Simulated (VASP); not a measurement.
Set up this calculation in VASP 6.6.1, as the native input.

- Task: single point
- Functional: PBE
- Potentials or basis: VASP PAW PBE potentials, release 64 (Cr_pv)
- Cutoff: 520 eV
- k mesh: 21 × 21 × 21
- Occupations: fermi-dirac, width 0.08 eV
- Spin: no spin polarisation
- Dipole correction: no
- Further INCAR settings: ALGO = Normal; EDIFF = 1e-06; NBANDS = 12

The structure of Cr lies in POSCAR:

```
Cr
1.0
   -1.1669137208      1.1669137208      1.1669137208
    1.1669137208     -1.1669137208      1.1669137208
    1.1669137208      1.1669137208     -1.1669137208
Cr
1
Direct
    0.0000000000      0.0000000000      0.0000000000
```

This cell differs from its parent crystal: volume scaled by 0.55.

The input as run:

INCAR

```
PREC = Accurate
ENCUT = 520
EDIFF = 1E-6
ISMEAR = -1
SIGMA = 0.08
LREAL = False
LASPH = True
NELM = 60
ALGO = Normal
ISIF = 2
LWAVE = False
LCHARG = False
GGA = PE
NBANDS = 12
```

KPOINTS

```
regular mesh
0
Gamma
  21 21 21
```

Potentials or basis: VASP PAW PBE potentials, release 64 (Cr_pv).

The run is started by

```sh
$ cat potpaw_PBE.64/Cr_pv/POTCAR > POTCAR
$ mpirun -np 1 vasp_std > vasp.out
```

It gave:

```yaml
Pressure: 526.7 GPa
Band_gap_on_the_k_mesh: zero (band 6 reaches 27.33 eV, above the bottom of band 7 at 19.87 eV)
```

Caveat: the run has no spin polarisation, though such a crystal can be magnetic.

It took 13 s on 1 thread of Intel(R) Xeon(R) Platinum 8259CL CPU @ 2.50GHz (Skylake/Cascade Lake) (shared host), peak memory 0.13 GiB.
